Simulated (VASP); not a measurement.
# IrPt2 (Fm-3m) in VASP: relaxation of cell and atoms with PBE

Aim: the relaxation of cell and atoms of IrPt2 with PBE.

All numbers are computed with VASP 6.6.1; they aren't measurements. Logs are shortened: lines on timing, memory, paths and dates and some standing lists are left out, and cuts for length are marked.

## Step 1: The cell of the first run

Symmetry: Fm-3m, No. 225, cubic system. The conventional cell has a = 5.957 Å, b = 5.957 Å, c = 5.957 Å, α = 90.00°, β = 90.00°, γ = 90.00°. Within 3.4 Å of Ir (site symmetry m-3m) lie 8 Pt at 2.58 Å. Within 3.4 Å of Pt (site symmetry -43m) lie 4 Ir at 2.58 Å and 6 Pt at 2.98 Å.

The cell was built from a structure type or drawn by symmetry, and may not be a known phase.

## Step 2: Relaxation of cell and atoms, PBE

File INCAR:

```
SYSTEM = IrPt2
  ALGO = Normal
  EDIFF = 1E-7
  EDIFFG = -0.08
  ENCUT = 500
  GGA = PE
  GGA_COMPAT = .False.
  IBRION = 2
  ISIF = 3
  ISMEAR = 0
  LASPH = .True.
  LCHARG = .False.
  LREAL = .False.
  LWAVE = .False.
  NELM = 120
  NELMIN = 4
  NSW = 36
  PREC = Accurate
  SIGMA = 0.2
```

File KPOINTS:

```
k-points
0
Gamma
  6 6 6
  0 0 0
```

File POSCAR:

```
IrPt2
1.0
    0.0000000000      2.9783973000      2.9783973000
    2.9783973000      0.0000000000      2.9783973000
    2.9783973000      2.9783973000      0.0000000000
Ir Pt
1 2
Direct
    0.5000000000      0.5000000000      0.5000000000
    0.2500000000      0.2500000000      0.2500000000
    0.7500000000      0.7500000000      0.7500000000
```

Potentials or basis: VASP PAW PBE potentials, release 64 (Ir, Pt).

The run is started by

```bash
cat potpaw_PBE.64/Ir/POTCAR potpaw_PBE.64/Pt/POTCAR > POTCAR
mpirun -np 1 vasp_std > vasp.out
```

OUTCAR:

```text
SYSTEM = IrPt2
   EDIFF = 1E-7
   EDIFFG = -0.08
   ENCUT = 500
   GGA = PE
   IBRION = 2
   ISIF = 3
   ISMEAR = 0
   LASPH = .True.
   LREAL = .False.
   NELM = 120
   NELMIN = 4
   NSW = 36
   PREC = Accurate

 ion  position               nearest neighbor table
   1  0.500  0.500  0.500-   2 2.58   2 2.58   2 2.58   3 2.58   3 2.58   3 2.58   3 2.58   2 2.58

   2  0.250  0.250  0.250-   1 2.58   1 2.58   1 2.58   1 2.58   3 2.98   3 2.98   3 2.98   3 2.98
                             3 2.98   3 2.98
   3  0.750  0.750  0.750-   1 2.58   1 2.58   1 2.58   1 2.58   2 2.98   2 2.98   2 2.98   2 2.98
                             2 2.98   2 2.98

  LATTYP: Found a face centered cubic cell.
 ALAT       =     5.9567946000

  Lattice vectors:

 A1 = (   0.0000000000,   2.9783973000,   2.9783973000)
 A2 = (   2.9783973000,   0.0000000000,   2.9783973000)
 A3 = (   2.9783973000,   2.9783973000,   0.0000000000)

Analysis of symmetry for initial positions (statically):
=====================================================================
 Subroutine PRICEL returns:
 Original cell was already a primitive cell.

 Routine SETGRP: Setting up the symmetry group for a
 face centered cubic supercell.

 Subroutine GETGRP returns: Found 48 space group operations
 (whereof 48 operations were pure point group operations)
 out of a pool of 48 trial point group operations.

The static configuration has the point symmetry O_h .

Analysis of symmetry for dynamics (positions and initial velocities):
=====================================================================
 Subroutine PRICEL returns:
 Original cell was already a primitive cell.

 Routine SETGRP: Setting up the symmetry group for a
 face centered cubic supercell.

 Subroutine GETGRP returns: Found 48 space group operations
 (whereof 48 operations were pure point group operations)
 out of a pool of 48 trial point group operations.

The dynamic configuration has the point symmetry O_h .

 Subroutine INISYM returns: Found 48 space group operations
 (whereof 48 operations are pure point group operations),
 and found     1 'primitive' translations

----------------------------------------------------------------------------------------

                                     Primitive cell

  volume of cell :      52.8418

  direct lattice vectors                    reciprocal lattice vectors
     0.000000000  2.978397300  2.978397300    -0.167875522  0.167875522  0.167875522
     2.978397300  0.000000000  2.978397300     0.167875522 -0.167875522  0.167875522
     2.978397300  2.978397300  0.000000000     0.167875522  0.167875522 -0.167875522

  length of vectors
     4.212089856  4.212089856  4.212089856     0.290768933  0.290768933  0.290768933

  position of ions in fractional coordinates (direct lattice)
     0.500000000  0.500000000  0.500000000
     0.250000000  0.250000000  0.250000000
     0.750000000  0.750000000  0.750000000

  ion indices of the primitive-cell ions
   primitive index   ion index
                 1           1
                 2           2
                 3           3

----------------------------------------------------------------------------------------

 KPOINTS: k-points

Automatic generation of k-mesh.
 Grid dimensions read from file:
 generate k-points for:    6    6    6

 Generating k-lattice:

  Cartesian coordinates                     Fractional coordinates (reciprocal lattice)
    -0.027979254  0.027979254  0.027979254     0.166666667  0.000000000  0.000000000
     0.027979254 -0.027979254  0.027979254     0.000000000  0.166666667  0.000000000
     0.027979254  0.027979254 -0.027979254     0.000000000  0.000000000  0.166666667

  Length of vectors
     0.048461489  0.048461489  0.048461489

  Shift w.r.t. Gamma in fractional coordinates (k-lattice)
     0.000000000  0.000000000  0.000000000

 Subroutine IBZKPT returns following result:
 ===========================================

 Found     16 irreducible k-points:

 Following reciprocal coordinates:
            Coordinates               Weight
  0.000000  0.000000  0.000000      1.000000
  0.166667  0.000000  0.000000      8.000000
  0.333333  0.000000  0.000000      8.000000
  0.500000  0.000000  0.000000      4.000000
  0.166667  0.166667  0.000000      6.000000
  0.333333  0.166667  0.000000     24.000000
[... 8 lines left out ...]
 -0.333333  0.333333  0.166667     24.000000
 -0.333333  0.500000  0.166667     12.000000
   k-points           NKPTS =     16   k-points in BZ     NKDIM =     16   number of bands    NBANDS=     18
   number of dos      NEDOS =    301   number of ions     NIONS =      3
   total plane-waves  NPLWV =  32768
   dimension x,y,z NGX =    32 NGY =   32 NGZ =   32
   dimension x,y,z NGXF=    64 NGYF=   64 NGZF=   64
   ions per type =               1   2
   NGX,Y,Z   is equivalent  to a cutoff of  12.63, 12.63, 12.63 a.u.
   NGXF,Y,Z  is equivalent  to a cutoff of  25.26, 25.26, 25.26 a.u.
 SYSTEM =  IrPt2
   PREC   = accura    normal or accurate (medium, high low for compatibility)
   ISTART =      0    job   : 0-new  1-cont  2-samecut
   ICHARG =      2    charge: 1-file 2-atom 10-const
   ISPIN  =      1    spin polarized calculation?
   LNONCOLLINEAR =      F non collinear calculations
   LSORBIT =      F    spin-orbit coupling
   LASPH  =      T    aspherical Exc in radial PAW
   ENCUT  =  500.0 eV  36.75 Ry    6.06 a.u.   7.68  7.68  7.68*2*pi/ulx,y,z
   NELM   =    120;   NELMIN=  4; NELMDL= -5     # of ELM steps
   EDIFF  = 0.1E-06   stopping-criterion for ELM
   LREAL  =      F    real-space projection
   EDIFFG = -.8E-01   stopping-criterion for IOM
   NSW    =     36    number of steps for IOM
   IBRION =      2    ionic relax: 0-MD 1-quasi-New 2-CG
   NFREE  =      1    steps in history (QN), initial steepest desc. (CG)
   ISIF   =      3    stress and relaxation
   ISYM   =      2    0-nonsym 1-usesym 2-fastsym
   POTIM  = 0.5000    time-step for ionic-motion
   TEBEG  =    0.0;   TEEND  =   0.0 temperature during run
   PSTRESS=    0.0 pullay stress
   NELECT =      29.0000    total number of electrons
   NUPDOWN=      -1.0000    fix difference up-down
   EMIN   =  10.00;   EMAX   =-10.00  energy-range for DOS
   EFERMI =   0.00;   METHOD = LEGACY
   ISMEAR =     0;   SIGMA  =   0.20  broadening in eV -4-tet -1-fermi 0-gaus
   EFERMI_NEDOS =   21; number of points for ismear=-14 and -15
   IALGO  =     38    algorithm
   IMIX   =      4    mixing-type and parameters
     AMIX     =   0.40;   BMIX     =  1.00
     AMIX_MAG =   1.60;   BMIX_MAG =  1.00
  volume/ion in A,a.u.               =      17.61       118.86
  Fermi-wavevector in a.u.,A,eV,Ry     =   1.340340  2.532875 24.443008  1.796510
  Thomas-Fermi vector in A             =   2.468660
   LORBIT       =      0    0 simple, 1 ext, 2 COOP (PROOUT), +10 PAW based schemes
   GGA     = PE    functional components
   LHFCALC =     F    Hartree Fock is set to
   AEXX    =    0.0000 exact exchange contribution
   IVDW    =     0    specifies the selected vdW correction
   LEPSILON=     F    determine dielectric tensor
   LRPA    =     F    only Hartree local field effects (RPA)
 conjugate gradient relaxation of ions
 non-spin polarized calculation
 Gauss-broadening in eV      SIGMA  =   0.20
  energy-cutoff  :      500.00
  volume of cell :       52.84
 maximum number of plane-waves:      1363
   NGX = 15   NGY = 15   NGZ = 15

--------------------------------------- Ionic step        1  -------------------------------------------

 number of electron      28.9999999 magnetization

 Free energy of the ion-electron system (eV)
  ---------------------------------------------------
  ext. energy  EPLUGINS =         0.00000000
  ---------------------------------------------------
  free energy    TOTEN  =       -19.40824548 eV

  energy without entropy =      -19.30428727  energy(sigma->0) =      -19.35626638

------------------------ aborting loop because EDIFF is reached ----------------------------------------

  FORCE on cell =-STRESS in cart. coord.  units (eV):
  Direction    XX          YY          ZZ          XY          YZ          ZX
  --------------------------------------------------------------------------------------
  -------------------------------------------------------------------------------------
  Total        2.8082284      2.8082284      2.8082284     -0.0000000      0.0000000     -0.0000000
  in kB       85.1461730     85.1461730     85.1461730     -0.0000000      0.0000000     -0.0000000
  external PRESSURE =      85.1461730 kB  Pullay stress =       0.0000000 kB

 VOLUME and BASIS-vectors are now :
 -----------------------------------------------------------------------------
  energy-cutoff  :      500.00
  volume of cell :       52.84
      direct lattice vectors                 reciprocal lattice vectors
     0.000000000  2.978397300  2.978397300    -0.167875522  0.167875522  0.167875522
     2.978397300  0.000000000  2.978397300     0.167875522 -0.167875522  0.167875522
     2.978397300  2.978397300  0.000000000     0.167875522  0.167875522 -0.167875522
[... 38 lines left out ...]
 POSITION                                       TOTAL-FORCE (eV/Angst)
 -----------------------------------------------------------------------------------
      3.11290      3.11290      3.11290        -0.000000     -0.000000     -0.000000
      1.55645      1.55645      1.55645         0.000000      0.000000      0.000000
      4.66935      4.66935      4.66935        -0.000000     -0.000000     -0.000000
 -----------------------------------------------------------------------------------
    total drift:                               -0.000000      0.000000      0.000000

  FREE ENERGIE OF THE ION-ELECTRON SYSTEM (eV)
  ---------------------------------------------------
  free  energy   TOTEN  =       -19.1796737966 eV

  energy  without entropy=      -19.0572646059  energy(sigma->0) =      -19.11846920

--------------------------------------- Ionic step        3  -------------------------------------------

 number of electron      29.0000004 magnetization

 Free energy of the ion-electron system (eV)
  ---------------------------------------------------
  ext. energy  EPLUGINS =         0.00000000
  ---------------------------------------------------
  free energy    TOTEN  =       -19.46017801 eV

  energy without entropy =      -19.35119787  energy(sigma->0) =      -19.40568794

 E-fermi :   7.7485     XC(G=0): -12.1312

 val. band max:        7.7026678708   @ k =  -0.3333   0.5000   0.1667
 cond. band min:       7.7492851607   @ k =   0.1667   0.0000   0.0000
 fundamental gap:      0.0466172900
 Fermi energy:         7.7484690476

 k-point     1 :       0.0000    0.0000    0.0000
  band No.  band energies     occupation
      1      -1.0196      2.00000
      2       2.0228      2.00000
      3       2.0228      2.00000
      4       3.4025      2.00000
      5       3.4025      2.00000
      6       3.4025      2.00000
[... 10 lines left out ...]
     17      14.5867      0.00000
     18      15.8942      0.00000
[... 335 lines left out ...]
 POSITION                                       TOTAL-FORCE (eV/Angst)
 -----------------------------------------------------------------------------------
      3.01764      3.01764      3.01764        -0.000000     -0.000000     -0.000000
      1.50882      1.50882      1.50882        -0.000000     -0.000000      0.000000
      4.52645      4.52645      4.52645         0.000000      0.000000     -0.000000
 -----------------------------------------------------------------------------------
    total drift:                               -0.000000      0.000000      0.000000

  FREE ENERGIE OF THE ION-ELECTRON SYSTEM (eV)
  ---------------------------------------------------
  free  energy   TOTEN  =       -19.4601780105 eV

  energy  without entropy=      -19.3511978745  energy(sigma->0) =      -19.40568794

 reached required accuracy - stopping structural energy minimisation
```

Run time: 62 s. Hardware: 1 thread of Intel Xeon Platinum 8375C at 2.90GHz (Ice Lake), shared host; peak memory 0.19 GiB.

What came out:

```
Free energy                           : -19.4602 eV
Relaxed volume                        : 18.32 Å³/atom
Relaxed cell                          : a = 4.268 Å, b = 4.268 Å, c = 4.268 Å, α = 60.00°, β = 60.00°, γ = 60.00°
Space group after relaxing (to 0.1 Å) : Fm-3m (No. 225)
Energy gained by relaxing             : 17.3 meV/atom
Ionic steps                           : 3
Pressure after relaxing               : -0.3 GPa
Band gap on the k mesh                : zero (an odd number of electrons rules out a gap without spin polarisation)
```

The path:
```
step  energy change (eV)  largest force (eV/Å)  pressure (GPa)  volume (Å³)
   1              0.0000                0.0000            8.51        52.84
   2              0.2286                0.0000          -14.92        60.33
   3             -0.0519                0.0000           -0.27        54.96
```

Final structure:
```
Ir Pt
1.0
     0.00000    3.01764    3.01764
     3.01764    0.00000    3.01764
     3.01764    3.01764    0.00000
Ir Pt
1 2
Direct
  0.50000 0.50000 0.50000
  0.25000 0.25000 0.25000
  0.75000 0.75000 0.75000
```

Caveat: spin-orbit coupling is left out, which moves the levels of the heavy elements.
